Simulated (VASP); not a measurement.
# As (Pa-3) in VASP: further runs, part 2 of 3

VASP 6.6.1. Earlier steps stand in the parts before.

**3. Single point, PBE**

This run uses another cell than the first one, of 15.62 Å³/atom, 0.694 times its volume.

Input file INCAR:

```
SYSTEM = As
PREC     = Accurate       ! precision mode
ENCUT    = 520            ! plane-wave cutoff, eV
EDIFF    = 1E-7           ! SCF threshold, eV
ISMEAR   = 0              ! smearing method
SIGMA    = 0.1            ! smearing width, eV
LREAL    = .False.        ! projectors in reciprocal space
LASPH    = .True.         ! aspherical terms in the spheres
NELM     = 80             ! most SCF steps
ALGO     = Normal         ! electronic algorithm
ISIF     = 2              ! what is computed and relaxed
LWAVE    = .False.        ! write WAVECAR
LCHARG   = .False.        ! write CHGCAR
GGA      = PE             ! functional
NBANDS   = 42             ! bands
```

Input file KPOINTS:

```
regular mesh
0
Gamma
  4 4 4
  0 0 0
```

Input file POSCAR:

```
As
1.0
    5.7225020800      0.0000000000      0.0000000000
    0.0000000000      5.7225020800      0.0000000000
    0.0000000000      0.0000000000      5.7225020800
As
12
Direct
    0.0000000000      0.0000000000      0.0000000000
    0.5000000000      0.0000000000      0.5000000000
    0.5000000000      0.5000000000      0.0000000000
    0.0000000000      0.5000000000      0.5000000000
    0.6190059900      0.8809940100      0.1190059900
    0.8809940100      0.1190059900      0.6190059900
    0.1190059900      0.6190059900      0.8809940100
    0.3809940100      0.3809940100      0.3809940100
    0.6190059900      0.6190059900      0.6190059900
    0.8809940100      0.3809940100      0.1190059900
    0.1190059900      0.8809940100      0.3809940100
    0.3809940100      0.1190059900      0.8809940100
```

Potentials or basis: VASP PAW PBE potentials, release 64 (As).

Launch:

```console
> cat potpaw_PBE.64/As/POTCAR > POTCAR
> mpirun -np 1 vasp_std > vasp.out
```

OUTCAR:

```text
SYSTEM = As
   PREC = Accurate
   ENCUT = 520
   EDIFF = 1E-7
   ISMEAR = 0
   LREAL = .False.
   LASPH = .True.
   NELM = 80
   ISIF = 2
   GGA = PE

 ion  position               nearest neighbor table
   1  0.000  0.000  0.000-   5 2.38   7 2.38  10 2.38  12 2.38  11 2.38   6 2.38
   2  0.500  0.000  0.500-   6 2.38   8 2.38   9 2.38  11 2.38   5 2.38  12 2.38
   3  0.500  0.500  0.000-   5 2.38   7 2.38  10 2.38  12 2.38   8 2.38   9 2.38
   4  0.000  0.500  0.500-   6 2.38   8 2.38   9 2.38  11 2.38  10 2.38   7 2.38
   5  0.619  0.881  0.119-  12 2.36   3 2.38   1 2.38   2 2.38
   6  0.881  0.119  0.619-  11 2.36   4 2.38   2 2.38   1 2.38
   7  0.119  0.619  0.881-  10 2.36   3 2.38   1 2.38   4 2.38
   8  0.381  0.381  0.381-   9 2.36   4 2.38   2 2.38   3 2.38
   9  0.619  0.619  0.619-   8 2.36   4 2.38   2 2.38   3 2.38
  10  0.881  0.381  0.119-   7 2.36   3 2.38   1 2.38   4 2.38
  11  0.119  0.881  0.381-   6 2.36   4 2.38   2 2.38   1 2.38
  12  0.381  0.119  0.881-   5 2.36   3 2.38   1 2.38   2 2.38

  LATTYP: Found a simple cubic cell.
 ALAT       =     5.7225020800

  Lattice vectors:

 A1 = (   5.7225020800,   0.0000000000,   0.0000000000)
 A2 = (   0.0000000000,   5.7225020800,   0.0000000000)
 A3 = (   0.0000000000,   0.0000000000,   5.7225020800)

Analysis of symmetry for initial positions (statically):
=====================================================================
 Subroutine PRICEL returns:
 Original cell was already a primitive cell.

 Routine SETGRP: Setting up the symmetry group for a
 simple cubic supercell.

 Subroutine GETGRP returns: Found 24 space group operations
 (whereof  6 operations were pure point group operations)
 out of a pool of 48 trial point group operations.

The static configuration has the point symmetry S_6 .
 The point group associated with its full space group is T_h .

Analysis of symmetry for dynamics (positions and initial velocities):
=====================================================================
 Subroutine PRICEL returns:
 Original cell was already a primitive cell.

 Routine SETGRP: Setting up the symmetry group for a
 simple cubic supercell.

 Subroutine GETGRP returns: Found 24 space group operations
 (whereof  6 operations were pure point group operations)
 out of a pool of 48 trial point group operations.

The dynamic configuration has the point symmetry S_6 .
 The point group associated with its full space group is T_h .

 Subroutine INISYM returns: Found 24 space group operations
 (whereof  6 operations are pure point group operations),
 and found     1 'primitive' translations

----------------------------------------------------------------------------------------

                                     Primitive cell

  volume of cell :     187.3949

  direct lattice vectors                    reciprocal lattice vectors
     5.722502080  0.000000000  0.000000000     0.174748735  0.000000000  0.000000000
     0.000000000  5.722502080  0.000000000     0.000000000  0.174748735  0.000000000
     0.000000000  0.000000000  5.722502080     0.000000000  0.000000000  0.174748735

  length of vectors
     5.722502080  5.722502080  5.722502080     0.174748735  0.174748735  0.174748735

  position of ions in fractional coordinates (direct lattice)
[... 69 lines left out ...]
   total plane-waves  NPLWV = 110592
   dimension x,y,z NGX =    48 NGY =   48 NGZ =   48
   dimension x,y,z NGXF=    96 NGYF=   96 NGZF=   96
   ions per type =              12
   NGX,Y,Z   is equivalent  to a cutoff of  13.94, 13.94, 13.94 a.u.
   NGXF,Y,Z  is equivalent  to a cutoff of  27.89, 27.89, 27.89 a.u.
 SYSTEM =  As
   PREC   = accura    normal or accurate (medium, high low for compatibility)
   ISTART =      0    job   : 0-new  1-cont  2-samecut
   ICHARG =      2    charge: 1-file 2-atom 10-const
   ISPIN  =      1    spin polarized calculation?
   LNONCOLLINEAR =      F non collinear calculations
   LSORBIT =      F    spin-orbit coupling
   LASPH  =      T    aspherical Exc in radial PAW
   ENCUT  =  520.0 eV  38.22 Ry    6.18 a.u.  10.64 10.64 10.64*2*pi/ulx,y,z
   NELM   =     80;   NELMIN=  2; NELMDL= -5     # of ELM steps
   EDIFF  = 0.1E-06   stopping-criterion for ELM
   LREAL  =      F    real-space projection
   EDIFFG = 0.1E-05   stopping-criterion for IOM
   NSW    =      0    number of steps for IOM
   IBRION =     -1    ionic relax: 0-MD 1-quasi-New 2-CG
   NFREE  =      0    steps in history (QN), initial steepest desc. (CG)
   ISIF   =      2    stress and relaxation
   ISYM   =      2    0-nonsym 1-usesym 2-fastsym
   POTIM  = 0.5000    time-step for ionic-motion
   TEBEG  =    0.0;   TEEND  =   0.0 temperature during run
   PSTRESS=    0.0 pullay stress
   NELECT =      60.0000    total number of electrons
   NUPDOWN=      -1.0000    fix difference up-down
   EMIN   =  10.00;   EMAX   =-10.00  energy-range for DOS
   EFERMI =   0.00;   METHOD = LEGACY
   ISMEAR =     0;   SIGMA  =   0.10  broadening in eV -4-tet -1-fermi 0-gaus
   EFERMI_NEDOS =   21; number of points for ismear=-14 and -15
   IALGO  =     38    algorithm
   IMIX   =      4    mixing-type and parameters
     AMIX     =   0.40;   BMIX     =  1.00
     AMIX_MAG =   1.60;   BMIX_MAG =  1.00
  volume/ion in A,a.u.               =      15.62       105.38
  Fermi-wavevector in a.u.,A,eV,Ry     =   1.119969  2.116434 17.066200  1.254330
  Thomas-Fermi vector in A             =   2.256612
   LORBIT       =      0    0 simple, 1 ext, 2 COOP (PROOUT), +10 PAW based schemes
   GGA     = PE    functional components
   LHFCALC =     F    Hartree Fock is set to
   AEXX    =    0.0000 exact exchange contribution
   IVDW    =     0    specifies the selected vdW correction
   LEPSILON=     F    determine dielectric tensor
   LRPA    =     F    only Hartree local field effects (RPA)
 non-spin polarized calculation
 Gauss-broadening in eV      SIGMA  =   0.10
  energy-cutoff  :      520.00
  volume of cell :      187.39
 maximum number of plane-waves:      5070
 NGX is ok and might be reduce to    48
   NGX = 21   NGY = 21   NGZ = 21

 number of electron      59.9999993 magnetization

 Free energy of the ion-electron system (eV)
  ---------------------------------------------------
  ext. energy  EPLUGINS =         0.00000000
  ---------------------------------------------------
  free energy    TOTEN  =       -44.77797435 eV

  energy without entropy =      -44.74531634  energy(sigma->0) =      -44.76164535

 E-fermi :   9.3159     XC(G=0): -11.4599

 val. band max:        9.2763750723   @ k =   0.2500   0.0000   0.0000
 cond. band min:       9.3837417870   @ k =   0.5000   0.2500   0.2500
 fundamental gap:      0.1073667146
 Fermi energy:         9.3159101952

 k-point     1 :       0.0000    0.0000    0.0000
  band No.  band energies     occupation
      1      -8.7501      2.00000
      2      -5.4677      2.00000
      3      -5.4677      2.00000
      4      -5.4677      2.00000
      5      -3.3660      2.00000
      6      -3.3660      2.00000
[... 484 lines left out ...]
     41      14.1649      0.00000
     42      14.1649      0.00000

------------------------ aborting loop because EDIFF is reached ----------------------------------------

  FORCE on cell =-STRESS in cart. coord.  units (eV):
  Direction    XX          YY          ZZ          XY          YZ          ZX
  --------------------------------------------------------------------------------------
  -------------------------------------------------------------------------------------
  Total       57.3096593     57.3096593     57.3096593     -0.0000000      0.0000000      0.0000000
  in kB      489.9824572    489.9824572    489.9824572     -0.0000000      0.0000000      0.0000000
  external PRESSURE =     489.9824572 kB  Pullay stress =       0.0000000 kB

 VOLUME and BASIS-vectors are now :
 -----------------------------------------------------------------------------
  energy-cutoff  :      520.00
  volume of cell :      187.39
      direct lattice vectors                 reciprocal lattice vectors
     5.722502080  0.000000000  0.000000000     0.174748735  0.000000000  0.000000000
     0.000000000  5.722502080  0.000000000     0.000000000  0.174748735  0.000000000
     0.000000000  0.000000000  5.722502080     0.000000000  0.000000000  0.174748735

 POSITION                                       TOTAL-FORCE (eV/Angst)
 -----------------------------------------------------------------------------------
      0.00000      0.00000      0.00000         0.000000      0.000000     -0.000000
      2.86125      0.00000      2.86125         0.000000      0.000000     -0.000000
      2.86125      2.86125      0.00000         0.000000      0.000000     -0.000000
      0.00000      2.86125      2.86125         0.000000      0.000000     -0.000000
      3.54226      5.04149      0.68101        -0.280136      0.280136     -0.280136
      5.04149      0.68101      3.54226         0.280136     -0.280136     -0.280136
      0.68101      3.54226      5.04149        -0.280136     -0.280136      0.280136
      2.18024      2.18024      2.18024         0.280136      0.280136      0.280136
      3.54226      3.54226      3.54226        -0.280136     -0.280136     -0.280136
      5.04149      2.18024      0.68101         0.280136      0.280136     -0.280136
      0.68101      5.04149      2.18024        -0.280136      0.280136      0.280136
      2.18024      0.68101      5.04149         0.280136     -0.280136      0.280136
 -----------------------------------------------------------------------------------
    total drift:                               -0.000000      0.000000      0.000000

  FREE ENERGIE OF THE ION-ELECTRON SYSTEM (eV)
  ---------------------------------------------------
  free  energy   TOTEN  =       -44.7779743543 eV

  energy  without entropy=      -44.7453163442  energy(sigma->0) =      -44.76164535
```

It took 54 s on 1 thread of Intel Xeon Platinum 8559C (Emerald Rapids), shared host; peak memory 0.34 GiB.

Results:

```yaml
Free_energy: -44.7780 eV
Pressure: 49.0 GPa
Largest_force: 0.485 eV/Å
Band_gap_on_the_k_mesh: zero (band 30 reaches 10.19 eV, above the bottom of band 31 at 6.88 eV)
```

Forces in eV/Å, atoms in the order of the input:
```
As   0.000  0.000  0.000
As   0.000  0.000  0.000
As   0.000  0.000  0.000
As   0.000  0.000  0.000
As  -0.280  0.280 -0.280
As   0.280 -0.280 -0.280
As  -0.280 -0.280  0.280
As   0.280  0.280  0.280
As  -0.280 -0.280 -0.280
As   0.280  0.280 -0.280
As  -0.280  0.280  0.280
As   0.280 -0.280  0.280
```

[end of part 2 of 3]
